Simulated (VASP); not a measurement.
Here is a VASP 6.6.1 calculation.

File INCAR:

```
SYSTEM = HgTe
PREC = Accurate
ENCUT = 600
EDIFF = 1E-7
ISMEAR = -1
SIGMA = 0.15
LREAL = .False.
LASPH = .True.
NELM = 60
ALGO = Normal
ISIF = 3
LWAVE = .False.
LCHARG = .False.
GGA = PS
IBRION = 2
NSW = 80
EDIFFG = -0.001
PSTRESS = 400.0
```

File KPOINTS:

```
Automatic mesh
0
Gamma
  12 12 12
  0 0 0
```

File POSCAR:

```
HgTe
1.0
    0.0000000000      3.2552270069      3.2552270069
    3.2552270069      0.0000000000      3.2552270069
    3.2552270069      3.2552270069      0.0000000000
Hg Te
1 1
Direct
    0.0000000000      0.0000000000      0.0000000000
    0.7500000000      0.7500000000      0.7500000000
```

Potentials or basis: VASP PAW PBE potentials, release 64 (Hg, Te).

Launch:

```sh
$ cat potpaw_PBE.64/Hg/POTCAR potpaw_PBE.64/Te/POTCAR > POTCAR
$ mpirun -np 1 vasp_std > vasp.out
```

Task: Estimate the relaxed volume.

Result: 23.92 Å³/atom.

Task: What does it give for the space group after relaxing (to 0.1 Å)?

Result: F-43m (No. 216).

Task: Predict the relaxed cell.

Result: a = 4.075 Å, b = 4.075 Å, c = 4.075 Å, α = 60.00°, β = 60.00°, γ = 60.00°.

Task: Estimate the band gap on the k mesh.

Result: 0.10 eV.

Final structure:
```xyz
2
Lattice="0.0000 2.8813 2.8813 2.8813 0.0000 2.8813 2.8813 2.8813 0.0000" Properties=species:S:1:pos:R:3 pbc="T T T"
Hg    0.0000    0.0000    0.0000
Te    4.3219    4.3219    4.3219
```

Caveat: the cell is relaxed towards a set pressure, so the run minimises the enthalpy, not the energy; the volume moved by over 15 % at a fixed basis, so the end points are rough; the smearing spreads over this small gap; the PAW data sets were made with another functional, which shifts forces and pressure a little; spin-orbit coupling is left out, which moves the levels of the heavy elements. A k mesh can miss the band edges.
